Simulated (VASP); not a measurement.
# Pd: single point with PBE

Pd, a slab with vacuum:

```
CELL_PARAMETERS angstrom
2.78887 0.00000 0.00000
0.00000 2.78887 0.00000
0.00000 0.00000 29.79640
ATOMIC_POSITIONS crystal
Pd 0.00000 0.00000 0.36917
Pd 0.50000 0.50000 0.43429
Pd 0.00000 0.00000 0.50000
Pd 0.50000 0.50000 0.56571
Pd 0.00000 0.00000 0.63083
```

```json
{
  "Program": "VASP 6.6.1",
  "Task": "single point",
  "Functional": "PBE",
  "Potentials or basis": "VASP PAW PBE potentials, release 64 (Pd)",
  "Cutoff": "520 eV",
  "k mesh": "12 × 12 × 1",
  "Occupations": "fermi-dirac, width 0.05 eV",
  "Spin": "no spin polarisation",
  "Dipole correction": "yes",
  "Further INCAR settings": "ALGO = Normal; EDIFF = 1e-06; NBANDS = 33"
}
```

```
Largest force          : 0.012 eV/Å
Band gap on the k mesh : zero (bands 25 and 26 overlap by 0.96 eV)
```

Forces on the atoms (eV/Å):
```
Pd   0.000  0.000  0.012
Pd   0.000  0.000  0.001
Pd   0.000  0.000  0.000
Pd   0.000  0.000 -0.001
Pd   0.000  0.000 -0.012
```

Levels at points of the mesh, in eV from the Fermi level:
```csv
k point,band 22,band 23,band 24,band 25,band 26,band 27,band 28,band 29
"(0.00, 0.00, 0.00)",-0.44,-0.30,-0.30,-0.19,-0.09,0.00,0.16,0.16
"(0.50, 0.00, 0.00)",-0.29,-0.17,-0.13,-0.02,1.53,1.86,2.17,2.22
"(0.50, 0.50, 0.00)",0.27,0.28,0.59,0.59,4.14,4.14,5.98,5.98
```

It took 9.2 min on 1 thread of Intel Xeon 8259CL (shared host), peak memory 0.44 GiB.
